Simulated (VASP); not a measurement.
# AlGa3N4 (R3m) in VASP: notebook, part 2 of 2

VASP 6.6.1. Earlier steps stand in the parts before.

### Step 4. Single point, LDA (9.54 Å³/atom)

Input file INCAR:

```
SYSTEM = AlGa3N4
  PREC = Accurate
  ENCUT = 520
  EDIFF = 1E-7
  ISMEAR = 0
  SIGMA = 0.05
  LREAL = .FALSE.
  LASPH = .TRUE.
  NELM = 60
  ALGO = Normal
  ISIF = 2
  LWAVE = .FALSE.
  LCHARG = .FALSE.
  GGA = CA
  NBANDS = 41
```

Input file KPOINTS:

```
regular mesh
0
G
  6 6 6
  0 0 0
```

Input file POSCAR:

```
AlGa3N4
1.0
    4.2430284611     -0.0638858963     -0.0638858963
   -0.0638858963      4.2430284611     -0.0638858963
   -0.0638858963     -0.0638858963      4.2430284611
Al Ga N
1 3 4
Direct
    0.0000000000      0.0000000000      0.0000000000
    0.5000000000      0.5000000000      0.0000000000
    0.5000000000      0.0000000000      0.5000000000
    0.0000000000      0.5000000000      0.5000000000
    0.7548078379      0.7548078379      0.2451921621
    0.7548078379      0.2451921621      0.7548078379
    0.2451921621      0.7548078379      0.7548078379
    0.2451921621      0.2451921621      0.2451921621
```

Potentials or basis: VASP PAW LDA potentials, release 64 (Al, Ga_d, N).

Started as:

```
cat potpaw_LDA.64/Al/POTCAR potpaw_LDA.64/Ga_d/POTCAR potpaw_LDA.64/N/POTCAR > POTCAR
mpirun -np 1 vasp_std > vasp.out
```

OUTCAR:

```text
SYSTEM = AlGa3N4
   PREC = Accurate
   ENCUT = 520
   EDIFF = 1E-7
   ISMEAR = 0
   LREAL = .FALSE.
   LASPH = .TRUE.
   NELM = 60
   ISIF = 2
   GGA = CA

 ion  position               nearest neighbor table
   1  0.000  0.000  0.000-   8 1.75   5 1.82   7 1.82   6 1.82   3 2.96   4 2.96   2 2.96   4 2.96
                             3 2.96   2 2.96   4 3.05   3 3.05   2 3.05   3 3.05   4 3.05   2 3.05
   2  0.500  0.500  0.000-   5 1.79   8 1.87   7 1.87   6 1.87   1 2.96   1 2.96   1 3.05   1 3.05

   3  0.500  0.000  0.500-   6 1.79   8 1.87   7 1.87   5 1.87   1 2.96   1 2.96   1 3.05   1 3.05

   4  0.000  0.500  0.500-   7 1.79   8 1.87   5 1.87   6 1.87   1 2.96   1 2.96   1 3.05   1 3.05

   5  0.755  0.755  0.245-   2 1.79   1 1.82   3 1.87   4 1.87
   6  0.755  0.245  0.755-   3 1.79   1 1.82   2 1.87   4 1.87
   7  0.245  0.755  0.755-   4 1.79   1 1.82   3 1.87   2 1.87
   8  0.245  0.245  0.245-   1 1.75   2 1.87   3 1.87   4 1.87

  LATTYP: Found a trigonal (rhomboedric) cell.
 ALAT       =     4.2439902612
 COS(alpha) =    -0.0298730999

  Lattice vectors:

 A1 = (   4.2430284611,  -0.0638858963,  -0.0638858963)
 A2 = (  -0.0638858963,   4.2430284611,  -0.0638858963)
 A3 = (  -0.0638858963,  -0.0638858963,   4.2430284611)

Analysis of symmetry for initial positions (statically):
=====================================================================
 Subroutine PRICEL returns:
 Original cell was already a primitive cell.

 Routine SETGRP: Setting up the symmetry group for a
 trigonal (rhombohedral) supercell.

 Subroutine GETGRP returns: Found  6 space group operations
 (whereof  6 operations were pure point group operations)
 out of a pool of 12 trial point group operations.

The static configuration has the point symmetry C_3v.

Analysis of symmetry for dynamics (positions and initial velocities):
=====================================================================
 Subroutine PRICEL returns:
 Original cell was already a primitive cell.

 Routine SETGRP: Setting up the symmetry group for a
 trigonal (rhombohedral) supercell.

 Subroutine GETGRP returns: Found  6 space group operations
 (whereof  6 operations were pure point group operations)
 out of a pool of 12 trial point group operations.

The dynamic configuration has the point symmetry C_3v.

 Subroutine INISYM returns: Found  6 space group operations
 (whereof  6 operations are pure point group operations),
 and found     1 'primitive' translations

----------------------------------------------------------------------------------------

                                     Primitive cell

  volume of cell :      76.3360

  direct lattice vectors                    reciprocal lattice vectors
     4.243028461 -0.063885896 -0.063885896     0.235789262  0.003604473  0.003604473
    -0.063885896  4.243028461 -0.063885896     0.003604473  0.235789262  0.003604473
    -0.063885896 -0.063885896  4.243028461     0.003604473  0.003604473  0.235789262

  length of vectors
     4.243990261  4.243990261  4.243990261     0.235844357  0.235844357  0.235844357

  position of ions in fractional coordinates (direct lattice)
     0.000000000  0.000000000  0.000000000
     0.500000000  0.500000000  0.000000000
[... 43 lines left out ...]

 Following reciprocal coordinates:
            Coordinates               Weight
  0.000000  0.000000  0.000000      1.000000
  0.166667 -0.000000 -0.000000      6.000000
  0.333333 -0.000000 -0.000000      6.000000
  0.500000 -0.000000 -0.000000      3.000000
  0.166667  0.166667  0.000000      6.000000
  0.333333  0.166667 -0.000000     12.000000
[... 16 lines left out ...]
  0.500000  0.500000  0.166667      6.000000
 -0.333333  0.500000  0.166667     12.000000
 [... further k-points ...]
   k-points           NKPTS =     32   k-points in BZ     NKDIM =     32   number of bands    NBANDS=     41
   number of dos      NEDOS =    301   number of ions     NIONS =      8
   total plane-waves  NPLWV =  32768
   dimension x,y,z NGX =    32 NGY =   32 NGZ =   32
   dimension x,y,z NGXF=    64 NGYF=   64 NGZF=   64
   ions per type =               1   3   4
   NGX,Y,Z   is equivalent  to a cutoff of  12.54, 12.54, 12.54 a.u.
   NGXF,Y,Z  is equivalent  to a cutoff of  25.07, 25.07, 25.07 a.u.
 SYSTEM =  AlGa3N4
   PREC   = accura    normal or accurate (medium, high low for compatibility)
   ISTART =      0    job   : 0-new  1-cont  2-samecut
   ICHARG =      2    charge: 1-file 2-atom 10-const
   ISPIN  =      1    spin polarized calculation?
   LNONCOLLINEAR =      F non collinear calculations
   LSORBIT =      F    spin-orbit coupling
   LASPH  =      T    aspherical Exc in radial PAW
   ENCUT  =  520.0 eV  38.22 Ry    6.18 a.u.   7.89  7.89  7.89*2*pi/ulx,y,z
   NELM   =     60;   NELMIN=  2; NELMDL= -5     # of ELM steps
   EDIFF  = 0.1E-06   stopping-criterion for ELM
   LREAL  =      F    real-space projection
   EDIFFG = 0.1E-05   stopping-criterion for IOM
   NSW    =      0    number of steps for IOM
   IBRION =     -1    ionic relax: 0-MD 1-quasi-New 2-CG
   NFREE  =      0    steps in history (QN), initial steepest desc. (CG)
   ISIF   =      2    stress and relaxation
   ISYM   =      2    0-nonsym 1-usesym 2-fastsym
   POTIM  = 0.5000    time-step for ionic-motion
   TEBEG  =    0.0;   TEEND  =   0.0 temperature during run
   PSTRESS=    0.0 pullay stress
   NELECT =      62.0000    total number of electrons
   NUPDOWN=      -1.0000    fix difference up-down
   EMIN   =  10.00;   EMAX   =-10.00  energy-range for DOS
   EFERMI =   0.00;   METHOD = LEGACY
   ISMEAR =     0;   SIGMA  =   0.05  broadening in eV -4-tet -1-fermi 0-gaus
   EFERMI_NEDOS =   21; number of points for ismear=-14 and -15
   IALGO  =     38    algorithm
   IMIX   =      4    mixing-type and parameters
     AMIX     =   0.40;   BMIX     =  1.00
     AMIX_MAG =   1.60;   BMIX_MAG =  1.00
  volume/ion in A,a.u.               =       9.54        64.39
  Fermi-wavevector in a.u.,A,eV,Ry     =   1.527433  2.886430 31.743107  2.333053
  Thomas-Fermi vector in A             =   2.635330
   LORBIT       =      0    0 simple, 1 ext, 2 COOP (PROOUT), +10 PAW based schemes
   GGA     = CA    functional components
   LHFCALC =     F    Hartree Fock is set to
   AEXX    =    0.0000 exact exchange contribution
   IVDW    =     0    specifies the selected vdW correction
   LEPSILON=     F    determine dielectric tensor
   LRPA    =     F    only Hartree local field effects (RPA)
 non-spin polarized calculation
 Gauss-broadening in eV      SIGMA  =   0.05
  energy-cutoff  :      520.00
  volume of cell :       76.34
 maximum number of plane-waves:      2085
   NGX = 15   NGY = 15   NGZ = 15

 number of electron      61.9999966 magnetization

 Free energy of the ion-electron system (eV)
  ---------------------------------------------------
  ext. energy  EPLUGINS =         0.00000000
  ---------------------------------------------------
  free energy    TOTEN  =       -56.89770417 eV

  energy without entropy =      -56.89770417  energy(sigma->0) =      -56.89770417

 E-fermi :   7.3412     XC(G=0): -12.7564

 val. band max:        7.1144526237   @ k =   0.0000   0.0000   0.0000
 cond. band min:      10.3511041875   @ k =   0.0000   0.0000   0.0000
 fundamental gap:      3.2366515638
 Fermi energy:         7.3412410560

 k-point     1 :       0.0000    0.0000    0.0000
  band No.  band energies     occupation
      1      -9.9403      2.00000
      2      -8.1206      2.00000
      3      -8.1206      2.00000
      4      -8.0098      2.00000
      5      -6.4921      2.00000
      6      -6.4218      2.00000
[... 1045 lines left out ...]
     40      17.8249      0.00000
     41      18.3383      0.00000

 [... further k-points ...]
[... 5 lines left out ...]
  --------------------------------------------------------------------------------------
  -------------------------------------------------------------------------------------
  Total       17.4963871     17.4963871     17.4963871      4.7489285      4.7489285      4.7489285
  in kB      367.2227354    367.2227354    367.2227354     99.6728350     99.6728350     99.6728350
  external PRESSURE =     367.2227354 kB  Pullay stress =       0.0000000 kB

 VOLUME and BASIS-vectors are now :
 -----------------------------------------------------------------------------
  energy-cutoff  :      520.00
  volume of cell :       76.34
      direct lattice vectors                 reciprocal lattice vectors
     4.243028461 -0.063885896 -0.063885896     0.235789262  0.003604473  0.003604473
    -0.063885896  4.243028461 -0.063885896     0.003604473  0.235789262  0.003604473
    -0.063885896 -0.063885896  4.243028461     0.003604473  0.003604473  0.235789262

 POSITION                                       TOTAL-FORCE (eV/Angst)
 -----------------------------------------------------------------------------------
      0.00000      0.00000      0.00000        -0.610915     -0.610915     -0.610915
      2.08957      2.08957     -0.06389        -0.648955     -0.648955     -0.615742
      2.08957     -0.06389      2.08957        -0.648955     -0.615742     -0.648955
     -0.06389      2.08957      2.08957        -0.615742     -0.648955     -0.648955
      3.13879      3.13879      0.94391         0.697796      0.697796      0.533086
      3.13879      0.94391      3.13879         0.697796      0.533086      0.697796
      0.94391      3.13879      3.13879         0.533086      0.697796      0.697796
      1.00903      1.00903      1.00903         0.595889      0.595889      0.595889
 -----------------------------------------------------------------------------------
    total drift:                                0.000025      0.000025      0.000025

  FREE ENERGIE OF THE ION-ELECTRON SYSTEM (eV)
  ---------------------------------------------------
  free  energy   TOTEN  =       -56.8977041672 eV

  energy  without entropy=      -56.8977041672  energy(sigma->0) =      -56.89770417
```

Wall time 62 s (1 thread of AMD EPYC 9R45 (Zen 5), shared host); peak memory 0.17 GiB.

Results:

```yaml
Free_energy: -56.8977 eV
Pressure: 36.7 GPa
Largest_force: 1.122 eV/Å
Band_gap_on_the_k_mesh: 3.24 eV
```

Forces on the atoms (eV/Å):
```
Al  -0.611 -0.611 -0.611
Ga  -0.649 -0.649 -0.616
Ga  -0.649 -0.616 -0.649
Ga  -0.616 -0.649 -0.649
N    0.698  0.698  0.533
N    0.698  0.533  0.698
N    0.533  0.698  0.698
N    0.596  0.596  0.596
```

Levels at points of the mesh, in eV from the valence-band top:
```
           k point  band 27  band 28  band 29  band 30  band 31  band 32  band 33  band 34  band 35  band 36
(0.00, 0.00, 0.00)    -2.87    -2.84    -0.22    -0.22     0.00     3.24     3.29     3.29     3.31     7.17
(0.50, 0.00, 0.00)    -2.98    -2.11    -1.76    -1.71    -1.36     5.32     5.38     6.30     6.33     8.72
(0.50, 0.50, 0.00)    -3.58    -1.36    -1.33    -1.14    -0.84     7.33     7.47     7.81     7.84     8.02
(0.50, 0.50, 0.50)    -1.08    -1.08    -0.87    -0.85    -0.85     5.64     6.09     6.09     7.18     9.52
```

Caveat: the cell stands under pressure; forces of over 1 eV/Å act on the atoms, so gaps and moduli don't describe the material at rest. A k mesh can miss the band edges.

### Step 5. The runs side by side

| cell | gap on the mesh (eV) | pressure (GPa) | largest force (eV/Å) |
| --- | --- | --- | --- |
| a = 4.260 Å, angles 84.6°, 8 atoms | 2.42 | 42.5 | 2.27 |
| a = 4.244 Å, angles 88.2°, 8 atoms | 3.31 | 36.7 | 1.01 |
| a = 4.244 Å, angles 91.7°, 8 atoms | 3.24 | 36.7 | 1.12 |

Alike in all rows: task single point; level LDA; potentials or basis VASP PAW LDA potentials, release 64 (Al, Ga_d, N); no spin polarisation; k mesh 6 × 6 × 6; cutoff (eV) 520; smearing gaussian 0.05 eV.

Caveats: the cell stands under pressure; forces of over 1 eV/Å act on the atoms, so gaps and moduli don't describe the material at rest.

Total energies depend on the potentials used, so only differences within one code and one set of settings carry meaning.
